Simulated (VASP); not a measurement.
# Al (I4mm) in VASP: single point with PBE+D3(BJ)

Aim: the single point of Al with PBE+D3(BJ).

All numbers are computed with VASP 6.6.1; they aren't measurements. Logs are shortened: lines on timing, memory, paths and dates and some standing lists are left out, and cuts for length are marked.

**1. The cell of the first run**

Symmetry: I4mm, No. 107, tetragonal system. The conventional cell has a = 5.632 Å, b = 5.632 Å, c = 7.965 Å, α = 90.00°, β = 90.00°, γ = 90.00°. Al (site symmetry 4mm) has 12 Al at 2.76 to 2.87 Å within 3.6 Å. Within 3.6 Å of Al (site symmetry m) lie 12 Al at 2.76 to 2.87 Å. Al (site symmetry 2mm) has 12 Al at 2.82 Å within 3.7 Å. Within 3.7 Å of Al (site symmetry 4mm) lie 12 Al at 2.82 Å.

**2. Single point, PBE+D3(BJ) (atom 1 (Al) moved +0.075 Å towards its neighbour atom 8 (Al) at 3.983 Å)**

Contents of INCAR:

```
SYSTEM = Al
ALGO = Fast
EDIFF = 1E-7
ENCUT = 520
GGA = PE
ISIF = 2
ISMEAR = 0
IVDW = 12
LASPH = .TRUE.
LCHARG = .FALSE.
LREAL = .FALSE.
LWAVE = .FALSE.
NBANDS = 22
NELM = 80
PREC = Accurate
SIGMA = 0.15
```

Contents of KPOINTS:

```
k-points
0
G
  14 14 14
  0 0 0
```

Contents of POSCAR:

```
Al
1.0
   -3.9827256583      3.9827256583      0.0000000000
   -3.9827256583      0.0000000000      3.9827256583
    0.0000000000      3.9827256583      3.9827256583
Al
8
Direct
   -0.0094156623     -0.0094156623      0.0094156623
    0.5000000000      0.0000000000      0.0000000000
    0.0000000000      0.5000000000      0.0000000000
    0.0000000000      0.0000000000      0.5000000000
    0.5000000000      0.5000000000      0.0000000000
    0.5000000000      0.0000000000      0.5000000000
    0.0000000000      0.5000000000      0.5000000000
    0.5000000000      0.5000000000      0.5000000000
```

Potentials or basis: VASP PAW PBE potentials, release 64 (Al).

Command:

```sh
cat potpaw_PBE.64/Al/POTCAR > POTCAR
mpirun -np 1 vasp_std > vasp.out
```

OUTCAR:

```text
SYSTEM = Al
   EDIFF = 1E-7
   ENCUT = 520
   GGA = PE
   ISIF = 2
   ISMEAR = 0
   IVDW = 12
   LASPH = .TRUE.
   LREAL = .FALSE.
   NELM = 80
   PREC = Accurate
 IVDW          = 12

 ion  position               nearest neighbor table
   1  0.991  0.991  0.009-   2 2.76   3 2.76   6 2.76   7 2.76   4 2.82   5 2.82   5 2.82   4 2.82
                             2 2.87   7 2.87   6 2.87   3 2.87
   2  0.500  0.000  0.000-   1 2.76   5 2.82   6 2.82   4 2.82   6 2.82   8 2.82   3 2.82   5 2.82
                             8 2.82   3 2.82   4 2.82   1 2.87
   3  0.000  0.500  0.000-   1 2.76   5 2.82   7 2.82   4 2.82   7 2.82   8 2.82   2 2.82   4 2.82
                             2 2.82   5 2.82   8 2.82   1 2.87
   4  0.000  0.000  0.500-   6 2.82   7 2.82   2 2.82   3 2.82   3 2.82   7 2.82   8 2.82   2 2.82
                             6 2.82   8 2.82   1 2.82   1 2.82
   5  0.500  0.500  0.000-   2 2.82   3 2.82   8 2.82   6 2.82   7 2.82   8 2.82   2 2.82   6 2.82
                             3 2.82   7 2.82   1 2.82   1 2.82
   6  0.500  0.000  0.500-   1 2.76   2 2.82   4 2.82   8 2.82   2 2.82   5 2.82   5 2.82   7 2.82
                             8 2.82   4 2.82   7 2.82   1 2.87
   7  0.000  0.500  0.500-   1 2.76   3 2.82   4 2.82   8 2.82   3 2.82   5 2.82   4 2.82   6 2.82
                             5 2.82   6 2.82   8 2.82   1 2.87
   8  0.500  0.500  0.500-   5 2.82   6 2.82   7 2.82   2 2.82   3 2.82   5 2.82   2 2.82   4 2.82
                             6 2.82   3 2.82   4 2.82   7 2.82

  LATTYP: Found a face centered cubic cell.
 ALAT       =     7.9654513166

  Lattice vectors:

 A1 = (  -3.9827256583,   3.9827256583,   0.0000000000)
 A2 = (  -3.9827256583,   0.0000000000,   3.9827256583)
 A3 = (   0.0000000000,   3.9827256583,   3.9827256583)

Analysis of symmetry for initial positions (statically):
=====================================================================
 Subroutine PRICEL returns:
 Original cell was already a primitive cell.

 Routine SETGRP: Setting up the symmetry group for a
 face centered cubic supercell.

 Subroutine GETGRP returns: Found  8 space group operations
 (whereof  8 operations were pure point group operations)
 out of a pool of 48 trial point group operations.

The static configuration has the point symmetry C_4v.

Analysis of symmetry for dynamics (positions and initial velocities):
=====================================================================
 Subroutine PRICEL returns:
 Original cell was already a primitive cell.

 Routine SETGRP: Setting up the symmetry group for a
 face centered cubic supercell.

 Subroutine GETGRP returns: Found  8 space group operations
 (whereof  8 operations were pure point group operations)
 out of a pool of 48 trial point group operations.

The dynamic configuration has the point symmetry C_4v.

 Subroutine INISYM returns: Found  8 space group operations
 (whereof  8 operations are pure point group operations),
 and found     1 'primitive' translations

----------------------------------------------------------------------------------------

                                     Primitive cell

  volume of cell :     126.3488

  direct lattice vectors                    reciprocal lattice vectors
    -3.982725658  3.982725658  0.000000000    -0.125542165  0.125542165 -0.125542165
    -3.982725658  0.000000000  3.982725658    -0.125542165 -0.125542165  0.125542165
     0.000000000  3.982725658  3.982725658     0.125542165  0.125542165  0.125542165

  length of vectors
     5.632424641  5.632424641  5.632424641     0.217445408  0.217445408  0.217445408

  position of ions in fractional coordinates (direct lattice)
     0.990584338  0.990584338  0.009415662
     0.500000000  0.000000000  0.000000000
     0.000000000  0.500000000  0.000000000
     0.000000000  0.000000000  0.500000000
     0.500000000  0.500000000  0.000000000
     0.500000000  0.000000000  0.500000000
     0.000000000  0.500000000  0.500000000
     0.500000000  0.500000000  0.500000000

  ion indices of the primitive-cell ions
   primitive index   ion index
                 1           1
                 2           2
                 3           3
                 4           4
                 5           5
                 6           6
                 7           7
                 8           8

----------------------------------------------------------------------------------------

 KPOINTS: k-points

Automatic generation of k-mesh.
 Grid dimensions read from file:
 generate k-points for:   14   14   14

 Generating k-lattice:

  Cartesian coordinates                     Fractional coordinates (reciprocal lattice)
    -0.008967297  0.008967297 -0.008967297     0.071428571  0.000000000  0.000000000
    -0.008967297 -0.008967297  0.008967297     0.000000000  0.071428571  0.000000000
     0.008967297  0.008967297  0.008967297     0.000000000  0.000000000  0.071428571

  Length of vectors
     0.015531815  0.015531815  0.015531815

  Shift w.r.t. Gamma in fractional coordinates (k-lattice)
     0.000000000  0.000000000  0.000000000

 Subroutine IBZKPT returns following result:
 ===========================================

 Found    244 irreducible k-points:

 Following reciprocal coordinates:
            Coordinates               Weight
  0.000000  0.000000  0.000000      1.000000
  0.071429  0.000000  0.000000      8.000000
  0.142857  0.000000  0.000000      8.000000
  0.214286  0.000000  0.000000      8.000000
  0.285714  0.000000  0.000000      8.000000
  0.357143  0.000000  0.000000      8.000000
[... 16 lines left out ...]
 -0.428571  0.071429  0.000000      8.000000
  0.000000 -0.428571  0.071429     16.000000
 [... further k-points ...]
   k-points           NKPTS =    244   k-points in BZ     NKDIM =    244   number of bands    NBANDS=     22
   number of dos      NEDOS =    301   number of ions     NIONS =      8
   total plane-waves  NPLWV =  74088
   dimension x,y,z NGX =    42 NGY =   42 NGZ =   42
   dimension x,y,z NGXF=    84 NGYF=   84 NGZF=   84
   ions per type =               8
   NGX,Y,Z   is equivalent  to a cutoff of  12.40, 12.40, 12.40 a.u.
   NGXF,Y,Z  is equivalent  to a cutoff of  24.79, 24.79, 24.79 a.u.
 SYSTEM =  Al
   PREC   = accura    normal or accurate (medium, high low for compatibility)
   ISTART =      0    job   : 0-new  1-cont  2-samecut
   ICHARG =      2    charge: 1-file 2-atom 10-const
   ISPIN  =      1    spin polarized calculation?
   LNONCOLLINEAR =      F non collinear calculations
   LSORBIT =      F    spin-orbit coupling
   LASPH  =      T    aspherical Exc in radial PAW
   ENCUT  =  520.0 eV  38.22 Ry    6.18 a.u.  10.47 10.47 10.47*2*pi/ulx,y,z
   NELM   =     80;   NELMIN=  2; NELMDL= -5     # of ELM steps
   EDIFF  = 0.1E-06   stopping-criterion for ELM
   LREAL  =      F    real-space projection
   EDIFFG = 0.1E-05   stopping-criterion for IOM
   NSW    =      0    number of steps for IOM
   IBRION =     -1    ionic relax: 0-MD 1-quasi-New 2-CG
   NFREE  =      0    steps in history (QN), initial steepest desc. (CG)
   ISIF   =      2    stress and relaxation
   ISYM   =      2    0-nonsym 1-usesym 2-fastsym
   POTIM  = 0.5000    time-step for ionic-motion
   TEBEG  =    0.0;   TEEND  =   0.0 temperature during run
   PSTRESS=    0.0 pullay stress
   NELECT =      24.0000    total number of electrons
   NUPDOWN=      -1.0000    fix difference up-down
   EMIN   =  10.00;   EMAX   =-10.00  energy-range for DOS
   EFERMI =   0.00;   METHOD = LEGACY
   ISMEAR =     0;   SIGMA  =   0.15  broadening in eV -4-tet -1-fermi 0-gaus
   EFERMI_NEDOS =   21; number of points for ismear=-14 and -15
   IALGO  =     68    algorithm
   IMIX   =      4    mixing-type and parameters
     AMIX     =   0.40;   BMIX     =  1.00
     AMIX_MAG =   1.60;   BMIX_MAG =  1.00
  volume/ion in A,a.u.               =      15.79       106.58
  Fermi-wavevector in a.u.,A,eV,Ry     =   0.941069  1.778363 12.049470  0.885611
  Thomas-Fermi vector in A             =   2.068543
   LORBIT       =      0    0 simple, 1 ext, 2 COOP (PROOUT), +10 PAW based schemes
   GGA     = PE    functional components
   LHFCALC =     F    Hartree Fock is set to
   AEXX    =    0.0000 exact exchange contribution
   IVDW    =    12    specifies the selected vdW correction
   LEPSILON=     F    determine dielectric tensor
   LRPA    =     F    only Hartree local field effects (RPA)
 non-spin polarized calculation
 RMM-DIIS sequential band-by-band and
 Gauss-broadening in eV      SIGMA  =   0.15
  energy-cutoff  :      520.00
  volume of cell :      126.35
 maximum number of plane-waves:      3479
 NGX is ok and might be reduce to    42
   NGX = 21   NGY = 21   NGZ = 21

 number of electron      24.0000000 magnetization

 Free energy of the ion-electron system (eV)
  ---------------------------------------------------
  ext. energy  EPLUGINS =         0.00000000
  ---------------------------------------------------
  free energy    TOTEN  =       -29.90571893 eV

  energy without entropy =      -29.86788544  energy(sigma->0) =      -29.88680219

 E-fermi :   8.4684     XC(G=0): -10.3556

 val. band max:        8.4682569856   @ k =   0.4286   0.0000   0.0000
 cond. band min:       8.4771055196   @ k =   0.2143   0.0000   0.0000
 fundamental gap:      0.0088485340
 Fermi energy:         8.4684084999

 k-point     1 :       0.0000    0.0000    0.0000
  band No.  band energies     occupation
      1      -2.9776      2.00000
      2       3.6714      2.00000
      3       3.6887      2.00000
      4       3.6887      2.00000
      5       3.6928      2.00000
      6       4.0260      2.00000
[... 14 lines left out ...]
     21      14.2726      0.00000
     22      14.2746      0.00000

 k-point     2 :       0.0714    0.0000    0.0000
  band No.  band energies     occupation
      1      -2.9419      2.00000
      2       2.9171      2.00000
      3       3.5141      2.00000
      4       3.5310      2.00000
      5       3.5511      2.00000
      6       4.2319      2.00000
[... 542 lines left out ...]
 k-point    24 :       0.0000   -0.4286    0.0714
  band No.  band energies     occupation
      1      -1.5229      2.00000
      2      -0.8624      2.00000
      3       2.3722      2.00000
      4       2.9952      2.00000
      5       3.0237      2.00000
      6       3.6285      2.00000
[... 14 lines left out ...]
     21      12.9350      0.00000
     22      13.7815      0.00000

 [... further k-points ...]

------------------------ aborting loop because EDIFF is reached ----------------------------------------

 Edisp (eV)   -2.81591

 E8    (eV) :    -1.2600

  FORCE on cell =-STRESS in cart. coord.  units (eV):
  Direction    XX          YY          ZZ          XY          YZ          ZX
  --------------------------------------------------------------------------------------
  -------------------------------------------------------------------------------------
  Total       0.02088     0.00852     0.00852     0.00000     0.00000     0.00000
  in kB       0.26479     0.10799     0.10799     0.00000     0.00000     0.00000
  external pressure =        0.16 kB  Pullay stress =        0.00 kB

 VOLUME and BASIS-vectors are now :
 -----------------------------------------------------------------------------
  energy-cutoff  :      520.00
  volume of cell :      126.35
      direct lattice vectors                 reciprocal lattice vectors
    -3.982725658  3.982725658  0.000000000    -0.125542165  0.125542165 -0.125542165
    -3.982725658  0.000000000  3.982725658    -0.125542165 -0.125542165  0.125542165
     0.000000000  3.982725658  3.982725658     0.125542165  0.125542165  0.125542165

 POSITION                                       TOTAL-FORCE (eV/Angst)
 -----------------------------------------------------------------------------------
     -7.89045      3.98273      3.98273        -0.399532      0.000000      0.000000
     -1.99136      1.99136      0.00000         0.108401     -0.121711      0.000000
     -1.99136      0.00000      1.99136         0.108401      0.000000     -0.121711
      0.00000      1.99136      1.99136        -0.024422      0.000000      0.000000
     -3.98273      1.99136      1.99136        -0.024422     -0.000000     -0.000000
     -1.99136      3.98273      1.99136         0.108401      0.000000      0.121711
     -1.99136      1.99136      3.98273         0.108401      0.121711      0.000000
     -3.98273      3.98273      3.98273         0.014771      0.000000      0.000000
 -----------------------------------------------------------------------------------
    total drift:                               -0.000002     -0.000000     -0.000000

  FREE ENERGIE OF THE ION-ELECTRON SYSTEM (eV)
  ---------------------------------------------------
  free  energy   TOTEN  =       -32.7216276575 eV

  energy  without entropy=      -32.6837941640  energy(sigma->0) =      -32.70271091
```

It took 25 min on 1 thread of Intel Xeon 8259CL, shared host; peak memory 0.59 GiB.

What came out:

| Property | Result |
| --- | --- |
| Free energy | -32.7216 eV |
| Pressure | 0.0 GPa |
| Largest force | 0.400 eV/Å |
| Band gap on the k mesh | zero (bands 12 and 13 overlap by 2.84 eV) |
| Dispersion energy per atom | -0.352 eV |

Forces in eV/Å, atoms in the order of the input:
```
Al  -0.400  0.000  0.000
Al   0.108 -0.122  0.000
Al   0.108  0.000 -0.122
Al  -0.024  0.000  0.000
Al  -0.024  0.000  0.000
Al   0.108  0.000  0.122
Al   0.108  0.122  0.000
Al   0.015  0.000  0.000
```

Levels at points of the mesh, in eV from the Fermi level:
```tsv
k point	band 8	band 9	band 10	band 11	band 12	band 13	band 14	band 15	band 16	band 17
(0.00, 0.00, 0.00)	-4.44	-4.43	-3.03	-3.03	-3.03	-1.62	-1.62	-1.61	5.26	5.26
(0.50, 0.00, 0.00)	-5.12	-0.82	-0.80	-0.79	-0.77	-0.76	-0.75	3.50	3.52	3.73
(0.50, 0.50, 0.00)	-0.97	-0.85	-0.85	0.08	0.09	1.23	1.23	1.23	1.23	1.35
(0.00, 0.50, 0.50)	-0.91	-0.91	-0.90	0.08	0.09	1.13	1.20	1.26	1.30	1.35
```

Caveat: the cell differs from its parent crystal (atom 1 (Al) moved +0.075 Å towards its neighbour atom 8 (Al) at 3.983 Å).
